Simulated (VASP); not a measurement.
CuI:

```
Cu I
1.0
     0.00000    3.04045    3.04045
     3.04045    0.00000    3.04045
     3.04045    3.04045    0.00000
Cu I
1 1
Direct
  0.00000 0.00000 0.00000
  0.25000 0.25000 0.25000
```

* Program: VASP 6.6.1
* Task: relaxation of cell and atoms
* Functional: LDA
* Potentials or basis: VASP PAW LDA potentials, release 64 (Cu, I)
* Cutoff: 600 eV
* k mesh: 6 × 6 × 6
* Occupations: fermi-dirac, width 0.02 eV
* Spin: no spin polarisation

At the start: pressure -4.4 GPa; volume 28.11 Å³/atom.

Task: How do energy, volume and symmetry change on relaxing?

Result: Over 5 steps the energy falls by 45.8 meV/atom and the volume is 25.26 Å³/atom (-10.1 %); space group F-43m (No. 216, to 0.05 Å).

The path:
```csv
step,energy change (eV),largest force (eV/Å),pressure (GPa),volume (Å³)
1,0.0000,0.0000,-4.37,56.21
2,-0.0914,0.0000,0.22,50.21
3,-0.0916,0.0000,0.12,50.39
4,-0.0916,0.0000,-0.05,50.52
5,-0.0916,0.0000,0.00,50.52
```

Final structure:
```yaml
crystal:
  lattice:
    - [0.00000, 2.93419, 2.93419]
    - [2.93419, 0.00000, 2.93419]
    - [2.93419, 2.93419, 0.00000]
  atoms:
    - { symbol: Cu, position: [0.00000, 0.00000, 0.00000] }
    - { symbol: I, position: [0.25000, 0.25000, 0.25000] }
```
